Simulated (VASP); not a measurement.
# Mg5Te2 (P-1) in VASP: single point with PBE

Aim: the single point of Mg5Te2 with PBE.

Program: VASP 6.6.1. These are calculated values, not measurements. Logs are shortened: lines on timing, memory, paths and dates and some standing lists are left out, and cuts for length are marked.

### Step 1. The cell of the first run

The typed cell holds 14 atoms: a = 4.180 Å, b = 7.348 Å, c = 12.668 Å, α = 82.70°, β = 89.80°, γ = 90.04°.

### Step 2. Single point, PBE

The input, INCAR:

```
PREC = Accurate
ENCUT = 520
EDIFF = 1E-6
ISMEAR = 0
SIGMA = 0.1
LREAL = F
LASPH = T
NELM = 60
ALGO = Fast
ISIF = 2
LWAVE = F
LCHARG = F
GGA = PE
NBANDS = 35
```

The input, KPOINTS:

```
regular mesh
0
Gamma
  8 4 4
```

The input, POSCAR:

```
Mg5Te2
1.0
    4.1799405872     -0.0020616348     -0.0037921164
   -0.0008840824      7.3479604725     -0.0147596963
    0.0557253322      1.6357776673     12.5613957983
Mg Te
10 4
Direct
    0.7541294982      0.0328381664      0.1932933182
    0.2517488869      0.6490964651      0.2544966289
    0.2515742332      0.8310053031      0.0339325808
    0.7507105828      0.4977626248      0.0967049538
    0.2458705018      0.9671618336      0.8067066818
    0.7482511131      0.3509035349      0.7455033711
    0.7484257668      0.1689946969      0.9660674192
    0.2492894172      0.5022373752      0.9032950462
    0.7507005517      0.7446725608      0.4877995398
    0.2492994483      0.2553274392      0.5122004602
    0.2525084430      0.9699244169      0.3607053879
    0.7511883271      0.4346204506      0.3623357936
    0.7474915570      0.0300755831      0.6392946121
    0.2488116729      0.5653795494      0.6376642064
```

Potentials or basis: VASP PAW PBE potentials, release 64 (Mg, Te).

Launch:

```bash
$ cat potpaw_PBE.64/Mg/POTCAR potpaw_PBE.64/Te/POTCAR > POTCAR
$ mpirun -np 1 vasp_std > vasp.out
```

OUTCAR:

```text
PREC = Accurate
   ENCUT = 520
   EDIFF = 1E-6
   ISMEAR = 0
   LREAL = F
   LASPH = T
   NELM = 60
   ISIF = 2
   GGA = PE

 ion  position               nearest neighbor table
   1  0.754  0.033  0.193-   7 2.92  11 2.97  11 2.97   3 3.37   3 3.39   4 3.48   2 3.51   2 3.52

   2  0.252  0.649  0.254-  12 2.86  11 2.86  12 2.86   3 2.94   4 3.18   4 3.20   1 3.51   1 3.52

   3  0.252  0.831  0.034-   5 2.92   2 2.94   8 3.10   4 3.24   4 3.24   7 3.26   7 3.29   1 3.37
                             1 3.39
   4  0.751  0.498  0.097-   7 3.10   2 3.18   2 3.20   8 3.21   8 3.23   3 3.24   3 3.24  12 3.34
                             1 3.48
   5  0.246  0.967  0.807-   3 2.92  13 2.97  13 2.97   7 3.37   7 3.39   8 3.48   6 3.51   6 3.52

   6  0.748  0.351  0.746-  14 2.86  13 2.86  14 2.86   7 2.94   8 3.18   8 3.20   5 3.51   5 3.52

   7  0.748  0.169  0.966-   1 2.92   6 2.94   4 3.10   8 3.24   8 3.24   3 3.26   3 3.29   5 3.37
                             5 3.39
   8  0.249  0.502  0.903-   3 3.10   6 3.18   6 3.20   4 3.21   4 3.23   7 3.24   7 3.24  14 3.34
                             5 3.48
   9  0.751  0.745  0.488-  12 2.94  11 3.00  11 3.00  14 3.01  14 3.01  13 3.02
  10  0.249  0.255  0.512-  14 2.94  13 3.00  13 3.00  12 3.01  12 3.01  11 3.02
  11  0.253  0.970  0.361-   2 2.86   1 2.97   1 2.97   9 3.00   9 3.00  10 3.02
  12  0.751  0.435  0.362-   2 2.86   2 2.86   9 2.94  10 3.01  10 3.01   4 3.34
  13  0.747  0.030  0.639-   6 2.86   5 2.97   5 2.97  10 3.00  10 3.00   9 3.02
  14  0.249  0.565  0.638-   6 2.86   6 2.86  10 2.94   9 3.01   9 3.01   8 3.34

  LATTYP: Found a triclinic cell.
 ALAT       =    13.3257501245
 B/A-ratio  =     0.3136741104
 C/A-ratio  =     0.5514117615
 COS(alpha) =     0.0006117139
 COS(beta)  =     0.1210508076
 COS(gamma) =     0.3104080588

  Lattice vectors:

 A1 = (   4.1242152550,  -1.6378393021, -12.5651879147)
 A2 = (   4.1799405872,  -0.0020616348,  -0.0037921164)
 A3 = (   0.0008840824,  -7.3479604725,   0.0147596963)

Analysis of symmetry for initial positions (statically):
=====================================================================
 Subroutine PRICEL returns:
 Original cell was already a primitive cell.

 Routine SETGRP: Setting up the symmetry group for a
 triclinic supercell.

 Subroutine GETGRP returns: Found  2 space group operations
 (whereof  2 operations were pure point group operations)
 out of a pool of  2 trial point group operations.

The static configuration has the point symmetry S_2 .

Analysis of symmetry for dynamics (positions and initial velocities):
=====================================================================
 Subroutine PRICEL returns:
 Original cell was already a primitive cell.

 Routine SETGRP: Setting up the symmetry group for a
 triclinic supercell.

 Subroutine GETGRP returns: Found  2 space group operations
 (whereof  2 operations were pure point group operations)
 out of a pool of  2 trial point group operations.

The dynamic configuration has the point symmetry S_2 .

 Subroutine INISYM returns: Found  2 space group operations
 (whereof  2 operations are pure point group operations),
 and found     1 'primitive' translations

----------------------------------------------------------------------------------------

                                     Primitive cell

  volume of cell :     385.9136

  direct lattice vectors                    reciprocal lattice vectors
     4.179940587 -0.002061635 -0.003792116     0.239236897  0.000026645 -0.001064781
    -0.000884082  7.347960472 -0.014759696     0.000051032  0.136056602 -0.017717871
     0.055725332  1.635777667 12.561395798     0.000072282  0.000159875  0.079587847

  length of vectors
     4.179942816  7.347975349 12.667578233     0.239239268  0.137205410  0.079588041

  position of ions in fractional coordinates (direct lattice)
     0.754129498  0.032838166  0.193293318
     0.251748887  0.649096465  0.254496629
     0.251574233  0.831005303  0.033932581
     0.750710583  0.497762625  0.096704954
[... 37 lines left out ...]

  Cartesian coordinates                     Fractional coordinates (reciprocal lattice)
     0.029904612  0.000003331 -0.000133098     0.125000000 -0.000000000  0.000000000
     0.000012758  0.034014151 -0.004429468    -0.000000000  0.250000000  0.000000000
     0.000018071  0.000039969  0.019896962     0.000000000  0.000000000  0.250000000

  Length of vectors
     0.029904909  0.034301353  0.019897010

  Shift w.r.t. Gamma in fractional coordinates (k-lattice)
     0.000000000  0.000000000  0.000000000

 Subroutine IBZKPT returns following result:
 ===========================================

 Found     68 irreducible k-points:

 Following reciprocal coordinates:
            Coordinates               Weight
  0.000000  0.000000  0.000000      1.000000
  0.125000  0.000000  0.000000      2.000000
  0.250000  0.000000  0.000000      2.000000
  0.375000  0.000000  0.000000      2.000000
  0.500000  0.000000  0.000000      1.000000
  0.000000  0.250000  0.000000      2.000000
[... 16 lines left out ...]
  0.500000  0.000000  0.250000      2.000000
 -0.375000  0.000000  0.250000      2.000000
 [... further k-points ...]
   k-points           NKPTS =     68   k-points in BZ     NKDIM =     68   number of bands    NBANDS=     35
   number of dos      NEDOS =    301   number of ions     NIONS =     14
   total plane-waves  NPLWV = 172032
   dimension x,y,z NGX =    32 NGY =   56 NGZ =   96
   dimension x,y,z NGXF=    64 NGYF=  112 NGZF=  192
   ions per type =              10   4
   NGX,Y,Z   is equivalent  to a cutoff of  12.73, 12.67, 12.60 a.u.
   NGXF,Y,Z  is equivalent  to a cutoff of  25.45, 25.34, 25.20 a.u.
 SYSTEM =  unknown system
   PREC   = accura    normal or accurate (medium, high low for compatibility)
   ISTART =      0    job   : 0-new  1-cont  2-samecut
   ICHARG =      2    charge: 1-file 2-atom 10-const
   ISPIN  =      1    spin polarized calculation?
   LNONCOLLINEAR =      F non collinear calculations
   LSORBIT =      F    spin-orbit coupling
   LASPH  =      T    aspherical Exc in radial PAW
   ENCUT  =  520.0 eV  38.22 Ry    6.18 a.u.   7.77 13.66 23.55*2*pi/ulx,y,z
   NELM   =     60;   NELMIN=  2; NELMDL= -5     # of ELM steps
   EDIFF  = 0.1E-05   stopping-criterion for ELM
   LREAL  =      F    real-space projection
   EDIFFG = 0.1E-04   stopping-criterion for IOM
   NSW    =      0    number of steps for IOM
   IBRION =     -1    ionic relax: 0-MD 1-quasi-New 2-CG
   NFREE  =      0    steps in history (QN), initial steepest desc. (CG)
   ISIF   =      2    stress and relaxation
   ISYM   =      2    0-nonsym 1-usesym 2-fastsym
   POTIM  = 0.5000    time-step for ionic-motion
   TEBEG  =    0.0;   TEEND  =   0.0 temperature during run
   PSTRESS=    0.0 pullay stress
   NELECT =      44.0000    total number of electrons
   NUPDOWN=      -1.0000    fix difference up-down
   EMIN   =  10.00;   EMAX   =-10.00  energy-range for DOS
   EFERMI =   0.00;   METHOD = LEGACY
   ISMEAR =     0;   SIGMA  =   0.10  broadening in eV -4-tet -1-fermi 0-gaus
   EFERMI_NEDOS =   21; number of points for ismear=-14 and -15
   IALGO  =     68    algorithm
   IMIX   =      4    mixing-type and parameters
     AMIX     =   0.40;   BMIX     =  1.00
     AMIX_MAG =   1.60;   BMIX_MAG =  1.00
  volume/ion in A,a.u.               =      27.57       186.02
  Fermi-wavevector in a.u.,A,eV,Ry     =   0.793833  1.500126  8.573989  0.630170
  Thomas-Fermi vector in A             =   1.899846
   LORBIT       =      0    0 simple, 1 ext, 2 COOP (PROOUT), +10 PAW based schemes
   GGA     = PE    functional components
   LHFCALC =     F    Hartree Fock is set to
   AEXX    =    0.0000 exact exchange contribution
   IVDW    =     0    specifies the selected vdW correction
   LEPSILON=     F    determine dielectric tensor
   LRPA    =     F    only Hartree local field effects (RPA)
 non-spin polarized calculation
 RMM-DIIS sequential band-by-band and
 Gauss-broadening in eV      SIGMA  =   0.10
  energy-cutoff  :      520.00
  volume of cell :      385.91
 maximum number of plane-waves:     10420
   NGX = 15   NGY = 27   NGZ = 47

 number of electron      44.0000000 magnetization

 Free energy of the ion-electron system (eV)
  ---------------------------------------------------
  ext. energy  EPLUGINS =         0.00000000
  ---------------------------------------------------
  free energy    TOTEN  =       -31.96740733 eV

  energy without entropy =      -31.95016826  energy(sigma->0) =      -31.95878780

 E-fermi :   3.8817     XC(G=0):  -8.4350

 val. band max:        3.8772934476   @ k =   0.1250   0.0000   0.2500
 cond. band min:       3.8931857787   @ k =   0.5000  -0.2500   0.2500
 fundamental gap:      0.0158923311
 Fermi energy:         3.8816575740

 k-point     1 :       0.0000    0.0000    0.0000
  band No.  band energies     occupation
      1      -8.6145      2.00000
      2      -8.0983      2.00000
      3      -7.7100      2.00000
      4      -7.5240      2.00000
      5      -2.3573      2.00000
      6      -1.9406      2.00000
[... 877 lines left out ...]
     33       6.5123      0.00000
     34       6.9937      0.00000

 [... further k-points ...]

 [bands above 34 left out]

------------------------ aborting loop because EDIFF is reached ----------------------------------------

  FORCE on cell =-STRESS in cart. coord.  units (eV):
  Direction    XX          YY          ZZ          XY          YZ          ZX
  --------------------------------------------------------------------------------------
  -------------------------------------------------------------------------------------
  Total       -0.1256247     -0.1686312     -0.0672038      0.0121319      0.0310487     -0.0090994
  in kB       -0.5215494     -0.7000971     -0.2790063      0.0503673      0.1289031     -0.0377776
  external PRESSURE =      -0.5002176 kB  Pullay stress =       0.0000000 kB

 VOLUME and BASIS-vectors are now :
 -----------------------------------------------------------------------------
  energy-cutoff  :      520.00
  volume of cell :      385.91
      direct lattice vectors                 reciprocal lattice vectors
     4.179940587 -0.002061635 -0.003792116     0.239236897  0.000026645 -0.001064781
    -0.000884082  7.347960472 -0.014759696     0.000051032  0.136056602 -0.017717871
     0.055725332  1.635777667 12.561395798     0.000072282  0.000159875  0.079587847

 POSITION                                       TOTAL-FORCE (eV/Angst)
 -----------------------------------------------------------------------------------
      3.16296      0.55592      2.42469        -0.000408      0.001824     -0.006070
      1.06590      5.18532      3.18630        -0.000006     -0.004226     -0.009233
      1.05272      6.16118      0.41302        -0.000478     -0.002831      0.007228
      3.14287      3.81418      1.20456        -0.000345      0.000023     -0.001627
      1.07182      8.42575     10.11815         0.000408     -0.001824      0.006070
      3.16888      3.79636      9.35655         0.000006      0.004226      0.009233
      3.18206      2.82049     12.12982         0.000478      0.002831     -0.007228
      1.09191      5.16750     11.33829         0.000345     -0.000023      0.001627
      3.16441      6.26821      6.11361         0.000287     -0.001065      0.001516
      1.07037      2.71347      6.42924        -0.000287      0.001065     -0.001516
      1.07471      7.71648      4.51569        -0.000198      0.005640      0.005225
      3.15973      3.78473      4.54218         0.000068      0.002528      0.009673
      3.16007      1.26520      8.02715         0.000198     -0.005640     -0.005225
      1.07505      5.19695      8.00066        -0.000068     -0.002528     -0.009673
 -----------------------------------------------------------------------------------
    total drift:                               -0.000000     -0.000000     -0.000000

  FREE ENERGIE OF THE ION-ELECTRON SYSTEM (eV)
  ---------------------------------------------------
  free  energy   TOTEN  =       -31.9674073342 eV

  energy  without entropy=      -31.9501682583  energy(sigma->0) =      -31.95878780
```

It took 9.4 min on 1 thread of Intel Xeon 6975P-C (Granite Rapids), shared host; peak memory 0.92 GiB.

Results:

```
Free energy            : -31.9674 eV
Pressure               : -0.1 GPa
Largest force          : 0.010 eV/Å
Band gap on the k mesh : zero (bands 22 and 23 overlap by 0.94 eV)
```

Forces on the atoms (eV/Å):
```
Mg   0.000  0.002 -0.006
Mg   0.000 -0.004 -0.009
Mg   0.000 -0.003  0.007
Mg   0.000  0.000 -0.002
Mg   0.000 -0.002  0.006
Mg   0.000  0.004  0.009
Mg   0.000  0.003 -0.007
Mg   0.000  0.000  0.002
Mg   0.000 -0.001  0.002
Mg   0.000  0.001 -0.002
Te   0.000  0.006  0.005
Te   0.000  0.003  0.010
Te   0.000 -0.006 -0.005
Te   0.000 -0.003 -0.010
```

Caveat: spin-orbit coupling is left out, which moves the levels of the heavy elements.
